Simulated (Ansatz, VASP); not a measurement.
**Two plane-wave programs on Ca2P**

Contents of INCAR:

```
SYSTEM = Ca2P
ALGO     = Normal         ! electronic algorithm
EDIFF    = 1E-6           ! SCF threshold, eV
ENCUT    = 520            ! plane-wave cutoff, eV
GGA      = PE             ! functional
ISIF     = 2              ! what is computed and relaxed
ISMEAR   = 0              ! smearing method
LASPH    = .True.         ! aspherical terms in the spheres
LCHARG   = .True.         ! write CHGCAR
LELF     = .True.         ! ELF
LREAL    = .False.        ! projectors in reciprocal space
LVHAR    = .True.       
LWAVE    = .False.        ! write WAVECAR
NBANDS   = 34             ! bands
NELM     = 60             ! most SCF steps
PREC     = Accurate       ! precision mode
SIGMA    = 0.1            ! smearing width, eV
```

File KPOINTS:

```
k-points
0
Gamma
  3 3 4
  0 0 0
```

POSCAR

```
Ca2P
1.0
    7.1317826000      0.0000000000      0.0000000000
   -3.5658913000      6.1763049000      0.0000000000
    0.0000000000      0.0000000000      4.0378919000
Ca P
4 2
Direct
    0.5000000000      0.5000000000      0.0000000000
    0.0000000000      0.5000000000      0.0000000000
    0.5000000000      0.0000000000      0.0000000000
    0.0000000000      0.0000000000      0.5000000000
    0.3333333000      0.6666667000      0.5000000000
    0.6666667000      0.3333333000      0.5000000000
```

Input for Ansatz:

```yaml
crystal:
  lattice:
    - [7.1317826, 0.0, 0.0]
    - [-3.5658913, 6.1763049, 0.0]
    - [0.0, 0.0, 4.0378919]
  atoms:
    - { symbol: Ca, position: [0.5, 0.5, 0.0] }
    - { symbol: Ca, position: [0.0, 0.5, 0.0] }
    - { symbol: Ca, position: [0.5, 0.0, 0.0] }
    - { symbol: Ca, position: [0.0, 0.0, 0.5] }
    - { symbol: P, position: [0.3333333, 0.6666667, 0.5] }
    - { symbol: P, position: [0.6666667, 0.3333333, 0.5] }
basis:
  ecutwfc: 420
kpoints:
  mp_grid: { grid: [3, 3, 4] }
hamiltonian:
  xc: pbe
scf:
  occupations: { method: gaussian, width: 0.1 }
  lower_state_search: "off"
output:
  forces: true
  stress: true
  eigenvalues: true
```

Alike in both runs: task single point; functional PBE; k mesh 3 × 3 × 4; occupations gaussian, width 0.1 eV; no spin polarisation.

|  | VASP | Ansatz |
| --- | --- | --- |
| version | VASP 6.6.1 | Ansatz 0.2.0 |
| potentials or method | VASP PAW PBE potentials, release 64 (Ca_sv, P), cutoff 520 eV | scalar-relativistic, plane waves, PAW |
| valence electrons in the cell | 50 | 50 |

Ansatz gave:

| Property | Result |
| --- | --- |
| gap on the k mesh at the Fermi level (eV) | 0.51 |
| least direct gap on the mesh (eV) | 0.52 |
| pressure (GPa) | 0.0 |
| traceless stress, the component that is largest in VASP (GPa) | 0.16 |

Which values does VASP return?

gap on the k mesh at the Fermi level (eV): 0.51; least direct gap on the mesh (eV): 0.51; pressure (GPa): 0.1; traceless stress, the component that is largest in VASP (GPa): 0.21.
